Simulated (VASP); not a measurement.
Runs of VASP 6.6.1 on SnO2. The structure is that of space group Pbcn (No. 60), or close to it. The cells are those of the table. 

```tsv
cell	gap on the mesh (eV)	pressure (GPa)	largest force (eV/Å)
a = 5.067, b = 6.038, c = 5.612 Å, 12 atoms	none	-18.4	0.33
a = 4.844, b = 6.380, c = 5.364 Å, 12 atoms	none	(a)	0.26
a = 4.785, b = 6.303, c = 5.300 Å, 12 atoms	0.26	-10.4	0.22
a = 5.033, b = 6.119, c = 5.575 Å, 12 atoms	none	(b)	0.31
a = 4.920, b = 5.521, c = 5.449 Å, 12 atoms	0.73	0.5	0.26
a = 4.785, b = 5.369, c = 5.300 Å, 12 atoms	1.63	19.2	0.43
```

Alike in all rows: task single point; level PBE; potentials or basis VASP PAW PBE potentials, release 64 (Sn_d, O); no spin polarisation; k mesh 6 × 6 × 6; cutoff (eV) 520; smearing gaussian 0.05 eV.

**Question.** Estimate the missing entries.

**Answer.** (a) -14.5; (b) -18.3.

Caveats: spin-orbit coupling is left out, which moves the levels of the heavy elements; semilocal functionals underestimate gaps, and a narrow one can read as zero (at least some runs); the cell stands under tension (at least some runs); the stress differs along the axes, from -20 to -11 GPa (at least some runs); the stress differs along the axes, from -17 to -7 GPa (at least some runs); the stress differs along the axes, from -5 to 9 GPa (at least some runs); the stress differs along the axes, from 13 to 29 GPa (at least some runs).

A k mesh can miss the band edges, and the runs leave out spin-orbit coupling on Sn.

A gap of «none» marks levels without a gap at the run's occupations.
